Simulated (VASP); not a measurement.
# CaO in VASP: notebook

CaO is run at these levels: PBE, r2SCAN; tasks: single point.

Program: VASP 6.6.1. These are calculated values, not measurements. Logs are shortened: lines on timing, memory, paths and dates and some standing lists are left out, and cuts for length are marked.

## Step 1: The cell of the first run

Symmetry: R3m, No. 160, trigonal system. The conventional cell has a = 3.705 Å, b = 3.705 Å, c = 8.989 Å, α = 90.00°, β = 90.00°, γ = 120.00°. Ca (site symmetry 3m) has 4 O at 2.26 Å within 3.0 Å. Within 3.0 Å of O (site symmetry 3m) lie 4 Ca at 2.26 Å.

## Step 2: Single point, PBE (epitaxial 111 strain +0.5%)

INCAR reads:

```
ALGO = Normal
EDIFF = 1E-6
ENCUT = 520
GGA = PE
ISIF = 2
ISMEAR = 0
LASPH = T
LCHARG = F
LREAL = F
LWAVE = F
NBANDS = 15
NELM = 60
PREC = Accurate
SIGMA = 0.01
```

KPOINTS reads:

```
k-points
0
Gamma
  6 6 6
```

POSCAR reads:

```
CaO
1.0
   -0.0165744609      2.6031909394      2.6031909394
    2.6031909394     -0.0165744609      2.6031909394
    2.6031909394      2.6031909394     -0.0165744609
Ca O
1 1
Direct
   -0.0005640819     -0.0005640819     -0.0005640819
    0.2505640819      0.2505640819      0.2505640819
```

Potentials or basis: VASP PAW PBE potentials, release 64 (Ca_sv, O).

Run with:

```
$ cat potpaw_PBE.64/Ca_sv/POTCAR potpaw_PBE.64/O/POTCAR > POTCAR
$ mpirun -np 1 vasp_std > vasp.out
```

OUTCAR:

```text
EDIFF = 1E-6
   ENCUT = 520
   GGA = PE
   ISIF = 2
   ISMEAR = 0
   LASPH = T
   LREAL = F
   NELM = 60
   PREC = Accurate

 ion  position               nearest neighbor table
   1  0.999  0.999  0.999-   2 2.26   2 2.26   2 2.26   2 2.26
   2  0.251  0.251  0.251-   1 2.26   1 2.26   1 2.26   1 2.26

  LATTYP: Found a trigonal (rhomboedric) cell.
 ALAT       =     3.6815052420
 COS(alpha) =     0.4936230161

  Lattice vectors:

 A1 = (  -0.0165744609,   2.6031909394,   2.6031909394)
 A2 = (   2.6031909394,  -0.0165744609,   2.6031909394)
 A3 = (   2.6031909394,   2.6031909394,  -0.0165744609)

Analysis of symmetry for initial positions (statically):
=====================================================================
 Subroutine PRICEL returns:
 Original cell was already a primitive cell.

 Routine SETGRP: Setting up the symmetry group for a
 trigonal (rhombohedral) supercell.

 Subroutine GETGRP returns: Found  6 space group operations
 (whereof  6 operations were pure point group operations)
 out of a pool of 12 trial point group operations.

The static configuration has the point symmetry C_3v.

Analysis of symmetry for dynamics (positions and initial velocities):
=====================================================================
 Subroutine PRICEL returns:
 Original cell was already a primitive cell.

 Routine SETGRP: Setting up the symmetry group for a
 trigonal (rhombohedral) supercell.

 Subroutine GETGRP returns: Found  6 space group operations
 (whereof  6 operations were pure point group operations)
 out of a pool of 12 trial point group operations.

The dynamic configuration has the point symmetry C_3v.

 Subroutine INISYM returns: Found  6 space group operations
 (whereof  6 operations are pure point group operations),
 and found     1 'primitive' translations

----------------------------------------------------------------------------------------

                                     Primitive cell

  volume of cell :      35.6185

  direct lattice vectors                    reciprocal lattice vectors
    -0.016574461  2.603190939  2.603190939    -0.190247253  0.191466315  0.191466315
     2.603190939 -0.016574461  2.603190939     0.191466315 -0.190247253  0.191466315
     2.603190939  2.603190939 -0.016574461     0.191466315  0.191466315 -0.190247253

  length of vectors
     3.681505242  3.681505242  3.681505242     0.330927057  0.330927057  0.330927057

  position of ions in fractional coordinates (direct lattice)
     0.999435918  0.999435918  0.999435918
     0.250564082  0.250564082  0.250564082

  ion indices of the primitive-cell ions
   primitive index   ion index
                 1           1
                 2           2

----------------------------------------------------------------------------------------

 KPOINTS: k-points

Automatic generation of k-mesh.
 Grid dimensions read from file:
 generate k-points for:    6    6    6

 Generating k-lattice:

  Cartesian coordinates                     Fractional coordinates (reciprocal lattice)
    -0.031707876  0.031911053  0.031911053     0.166666667  0.000000000  0.000000000
     0.031911053 -0.031707876  0.031911053     0.000000000  0.166666667  0.000000000
     0.031911053  0.031911053 -0.031707876     0.000000000  0.000000000  0.166666667

  Length of vectors
     0.055154510  0.055154510  0.055154510

  Shift w.r.t. Gamma in fractional coordinates (k-lattice)
     0.000000000  0.000000000  0.000000000

 Subroutine IBZKPT returns following result:
 ===========================================

 Found     32 irreducible k-points:

 Following reciprocal coordinates:
            Coordinates               Weight
  0.000000  0.000000  0.000000      1.000000
  0.166667 -0.000000 -0.000000      6.000000
  0.333333  0.000000  0.000000      6.000000
  0.500000  0.000000 -0.000000      3.000000
  0.166667  0.166667  0.000000      6.000000
  0.333333  0.166667  0.000000     12.000000
[... 16 lines left out ...]
  0.500000  0.500000  0.166667      6.000000
 -0.333333  0.500000  0.166667     12.000000
 [... further k-points ...]
   k-points           NKPTS =     32   k-points in BZ     NKDIM =     32   number of bands    NBANDS=     15
   number of dos      NEDOS =    301   number of ions     NIONS =      2
   total plane-waves  NPLWV =  21952
   dimension x,y,z NGX =    28 NGY =   28 NGZ =   28
   dimension x,y,z NGXF=    56 NGYF=   56 NGZF=   56
   ions per type =               1   1
   NGX,Y,Z   is equivalent  to a cutoff of  12.64, 12.64, 12.64 a.u.
   NGXF,Y,Z  is equivalent  to a cutoff of  25.29, 25.29, 25.29 a.u.
 SYSTEM =  unknown system
   PREC   = accura    normal or accurate (medium, high low for compatibility)
   ISTART =      0    job   : 0-new  1-cont  2-samecut
   ICHARG =      2    charge: 1-file 2-atom 10-const
   ISPIN  =      1    spin polarized calculation?
   LNONCOLLINEAR =      F non collinear calculations
   LSORBIT =      F    spin-orbit coupling
   LASPH  =      T    aspherical Exc in radial PAW
   ENCUT  =  520.0 eV  38.22 Ry    6.18 a.u.   6.85  6.85  6.85*2*pi/ulx,y,z
   NELM   =     60;   NELMIN=  2; NELMDL= -5     # of ELM steps
   EDIFF  = 0.1E-05   stopping-criterion for ELM
   LREAL  =      F    real-space projection
   EDIFFG = 0.1E-04   stopping-criterion for IOM
   NSW    =      0    number of steps for IOM
   IBRION =     -1    ionic relax: 0-MD 1-quasi-New 2-CG
   NFREE  =      0    steps in history (QN), initial steepest desc. (CG)
   ISIF   =      2    stress and relaxation
   ISYM   =      2    0-nonsym 1-usesym 2-fastsym
   POTIM  = 0.5000    time-step for ionic-motion
   TEBEG  =    0.0;   TEEND  =   0.0 temperature during run
   PSTRESS=    0.0 pullay stress
   NELECT =      16.0000    total number of electrons
   NUPDOWN=      -1.0000    fix difference up-down
   EMIN   =  10.00;   EMAX   =-10.00  energy-range for DOS
   EFERMI =   0.00;   METHOD = LEGACY
   ISMEAR =     0;   SIGMA  =   0.01  broadening in eV -4-tet -1-fermi 0-gaus
   EFERMI_NEDOS =   21; number of points for ismear=-14 and -15
   IALGO  =     38    algorithm
   IMIX   =      4    mixing-type and parameters
     AMIX     =   0.40;   BMIX     =  1.00
     AMIX_MAG =   1.60;   BMIX_MAG =  1.00
  volume/ion in A,a.u.               =      17.81       120.18
  Fermi-wavevector in a.u.,A,eV,Ry     =   1.253784  2.369309 21.388018  1.571975
  Thomas-Fermi vector in A             =   2.387621
   LORBIT       =      0    0 simple, 1 ext, 2 COOP (PROOUT), +10 PAW based schemes
   GGA     = PE    functional components
   LHFCALC =     F    Hartree Fock is set to
   AEXX    =    0.0000 exact exchange contribution
   IVDW    =     0    specifies the selected vdW correction
   LEPSILON=     F    determine dielectric tensor
   LRPA    =     F    only Hartree local field effects (RPA)
 non-spin polarized calculation
 Gauss-broadening in eV      SIGMA  =   0.01
  energy-cutoff  :      520.00
  volume of cell :       35.62
 maximum number of plane-waves:       974
   NGX = 13   NGY = 13   NGZ = 13

 number of electron      16.0000000 magnetization

 Free energy of the ion-electron system (eV)
  ---------------------------------------------------
  ext. energy  EPLUGINS =         0.00000000
  ---------------------------------------------------
  free energy    TOTEN  =       -12.44026309 eV

  energy without entropy =      -12.44026309  energy(sigma->0) =      -12.44026309

 E-fermi :   0.5446     XC(G=0):  -9.0190

 val. band max:        0.4606832305   @ k =   0.5000   0.5000   0.0000
 cond. band min:       3.7630977261   @ k =   0.0000   0.0000   0.0000
 fundamental gap:      3.3024144955
 Fermi energy:         0.5445803856

 k-point     1 :       0.0000    0.0000    0.0000
  band No.  band energies     occupation
      1     -36.7170      2.00000
      2     -17.6584      2.00000
      3     -17.6577      2.00000
      4     -17.6577      2.00000
      5     -14.3276      2.00000
      6      -0.1696      2.00000
      7      -0.1696      2.00000
      8      -0.1370      2.00000
      9       3.7631      0.00000
     10       8.4053      0.00000
     11       8.4053      0.00000
     12      10.0221      0.00000
     13      10.0221      0.00000
     14      10.0262      0.00000
     15      16.8775      0.00000

 k-point     2 :       0.1667   -0.0000   -0.0000
  band No.  band energies     occupation
      1     -36.7061      2.00000
      2     -17.8534      2.00000
      3     -17.6715      2.00000
      4     -17.6704      2.00000
      5     -14.1354      2.00000
      6      -0.4232      2.00000
      7      -0.0948      2.00000
      8      -0.0705      2.00000
      9       4.6557      0.00000
     10       8.1460      0.00000
     11       8.1718      0.00000
     12       9.6501      0.00000
     13      10.2180      0.00000
     14      10.2355      0.00000
     15      14.5567      0.00000

 k-point     3 :       0.3333    0.0000    0.0000
  band No.  band energies     occupation
      1     -36.6843      2.00000
      2     -18.1884      2.00000
      3     -17.6978      2.00000
      4     -17.6956      2.00000
      5     -13.8194      2.00000
      6      -0.5837      2.00000
      7       0.0398      2.00000
      8       0.0533      2.00000
      9       6.0732      0.00000
     10       8.0674      0.00000
     11       8.1409      0.00000
     12       9.0435      0.00000
     13      10.0941      0.00000
     14      10.1405      0.00000
     15      12.5020      0.00000

 k-point     4 :       0.5000    0.0000   -0.0000
  band No.  band energies     occupation
      1     -36.6734      2.00000
      2     -18.3363      2.00000
      3     -17.7110      2.00000
      4     -17.7081      2.00000
      5     -13.6874      2.00000
      6      -0.5425      2.00000
      7       0.0986      2.00000
      8       0.1064      2.00000
      9       6.5736      0.00000
     10       8.2534      0.00000
     11       8.3559      0.00000
     12       8.6612      0.00000
     13       9.7755      0.00000
     14       9.8222      0.00000
     15      12.2685      0.00000
[... 307 lines left out ...]
 k-point    22 :      -0.1667    0.3333    0.1667
  band No.  band energies     occupation
      1     -36.6697      2.00000
      2     -18.2693      2.00000
      3     -17.8188      2.00000
      4     -17.7440      2.00000
      5     -13.6158      2.00000
      6      -0.5995      2.00000
      7       0.0494      2.00000
      8       0.2702      2.00000
      9       5.9483      0.00000
     10       7.0469      0.00000
     11       8.7347      0.00000
     12       9.7343      0.00000
     13      10.1608      0.00000
     14      10.6344      0.00000
     15      13.7775      0.00000

 k-point    23 :       0.5000    0.5000    0.1667
  band No.  band energies     occupation
      1     -36.6617      2.00000
      2     -18.3508      2.00000
      3     -17.8214      2.00000
      4     -17.7739      2.00000
      5     -13.5332      2.00000
      6      -0.7796      2.00000
      7       0.2904      2.00000
      8       0.3553      2.00000
      9       5.5617      0.00000
     10       7.0882      0.00000
     11       8.9882      0.00000
     12       9.9519      0.00000
     13       9.9530      0.00000
     14      11.3774      0.00000
     15      13.9919      0.00000

 k-point    24 :      -0.3333    0.5000    0.1667
  band No.  band energies     occupation
      1     -36.6584      2.00000
      2     -18.3594      2.00000
      3     -17.8506      2.00000
      4     -17.7961      2.00000
      5     -13.4843      2.00000
      6      -0.6213      2.00000
      7       0.1298      2.00000
      8       0.4560      2.00000
      9       5.4015      0.00000
     10       6.9295      0.00000
     11       9.0345      0.00000
     12       9.6738      0.00000
     13      10.2891      0.00000
     14      12.7495      0.00000
     15      13.7410      0.00000

 [... further k-points ...]
[... 5 lines left out ...]
  --------------------------------------------------------------------------------------
  -------------------------------------------------------------------------------------
  Total        0.3121634      0.3121634      0.3121634      0.0511410      0.0511410      0.0511410
  in kB       14.0415964     14.0415964     14.0415964      2.3004000      2.3004000      2.3004000
  external PRESSURE =      14.0415964 kB  Pullay stress =       0.0000000 kB

 VOLUME and BASIS-vectors are now :
 -----------------------------------------------------------------------------
  energy-cutoff  :      520.00
  volume of cell :       35.62
      direct lattice vectors                 reciprocal lattice vectors
    -0.016574461  2.603190939  2.603190939    -0.190247253  0.191466315  0.191466315
     2.603190939 -0.016574461  2.603190939     0.191466315 -0.190247253  0.191466315
     2.603190939  2.603190939 -0.016574461     0.191466315  0.191466315 -0.190247253

 POSITION                                       TOTAL-FORCE (eV/Angst)
 -----------------------------------------------------------------------------------
      5.18688      5.18688      5.18688        -0.000968     -0.000968     -0.000968
      1.30038      1.30038      1.30038         0.000968      0.000968      0.000968
 -----------------------------------------------------------------------------------
    total drift:                               -0.000047     -0.000047     -0.000047

  FREE ENERGIE OF THE ION-ELECTRON SYSTEM (eV)
  ---------------------------------------------------
  free  energy   TOTEN  =       -12.4402630924 eV

  energy  without entropy=      -12.4402630924  energy(sigma->0) =      -12.44026309
```

Run time: 31 s. Hardware: 1 thread of Intel Xeon 8259CL, shared host; peak memory 0.16 GiB.

What came out:

| Item | Value |
| --- | --- |
| Free energy | -12.4403 eV |
| Pressure | 1.4 GPa |
| Band gap on the k mesh | 3.30 eV (least direct gap 3.90 eV) |

Levels at points of the mesh, in eV from the valence-band top:
| k point | band 4 | band 5 | band 6 | band 7 | band 8 | band 9 | band 10 | band 11 | band 12 | band 13 |
| --- | --- | --- | --- | --- | --- | --- | --- | --- | --- | --- |
| (0.00, 0.00, 0.00) | -18.12 | -14.79 | -0.63 | -0.63 | -0.60 | 3.30 | 7.94 | 7.94 | 9.56 | 9.56 |
| (0.50, 0.00, 0.00) | -18.17 | -14.15 | -1.00 | -0.36 | -0.35 | 6.11 | 7.79 | 7.90 | 8.20 | 9.31 |
| (0.50, 0.50, 0.00) | -18.25 | -13.96 | -1.42 | -0.01 | 0.00 | 4.92 | 6.61 | 8.98 | 9.30 | 9.30 |
| (0.50, 0.50, 0.50) | -18.17 | -14.16 | -0.97 | -0.38 | -0.38 | 6.12 | 7.85 | 7.85 | 8.20 | 9.36 |

Caveat: the cell differs from its parent crystal (epitaxial 111 strain +0.5%).

(Continued in part 2 of 2.)
